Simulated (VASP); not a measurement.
Wanted: the native input for a VASP 6.6.1 run.

```yaml
Task: single point
Functional: r2SCAN
Potentials_or_basis: VASP PAW PBE potentials, release 64 (Si, Ge_d)
Cutoff: 520 eV
k_mesh: 4 × 4 × 4
Occupations: fermi-dirac, width 0.069 eV
Spin: no spin polarisation
Dipole_correction: no
Further_INCAR_settings: ALGO = Normal; EDIFF = 1e-07; NBANDS = 21
```

Crystal: Si3Ge.

```
Si Ge
1.0
     1.94301    1.12180    6.34213
    -1.94301    1.12180    6.34213
     0.00000   -2.24359    6.34213
Si Ge
3 1
Direct
  0.98992 0.00818 0.01078
  0.49019 0.49867 0.49913
  0.37435 0.39291 0.35859
  0.88397 0.85783 0.88558
```

These files were run (other wordings do the same):

POSCAR

```
Si3Ge
1.0
    1.9430100000      1.1217970000      6.3421320000
   -1.9430100000      1.1217970000      6.3421320000
    0.0000000000     -2.2435940000      6.3421320000
Si Ge
3 1
Direct
    0.9899246372      0.0081793039      0.0107782455
    0.4901857651      0.4986669361      0.4991286274
    0.3743541333      0.3929093647      0.3585875565
    0.8839732047      0.8578287175      0.8855814247
```

INCAR.step1

```
PREC = Accurate
ENCUT = 520
ISMEAR = -1
SIGMA = 0.069
LREAL = F
LASPH = T
NELM = 80
NBANDS = 21
GGA = PE
ALGO = Normal
EDIFF = 1E-4
LWAVE = T
LCHARG = F
```

INCAR.step2

```
PREC = Accurate
ENCUT = 520
EDIFF = 1E-7
ISMEAR = -1
SIGMA = 0.069
LREAL = F
LASPH = T
NELM = 80
ALGO = Normal
ISIF = 2
LWAVE = F
LCHARG = F
METAGGA = R2SCAN
LMIXTAU = T
NBANDS = 21
ISTART = 1
```

KPOINTS

```
Automatic mesh
0
Gamma
  4 4 4
```

Potentials or basis: VASP PAW PBE potentials, release 64 (Si, Ge_d).

The run is started by

```bash
$ cat potpaw_PBE.64/Si/POTCAR potpaw_PBE.64/Ge_d/POTCAR > POTCAR
$ cp INCAR.step1 INCAR
$ mpirun -np 1 vasp_std > vasp.out
$ cp INCAR.step2 INCAR
$ mpirun -np 1 vasp_std > vasp.out
```

Results of the run:

```json
{"Pressure": "0.3 GPa", "Largest force": "1.201 eV/Å", "Band gap on the k mesh": "0.31 eV, indirect (least direct gap 1.11 eV)"}
```

Caveat: the k points lie up to 0.47 Å⁻¹ apart; the PAW data sets were made with another functional, which shifts forces and pressure a little.

Run time: 6.9 min on 1 thread of Intel(R) Xeon(R) 6975P-C (Granite Rapids), on a shared host, peak memory 0.38 GiB.
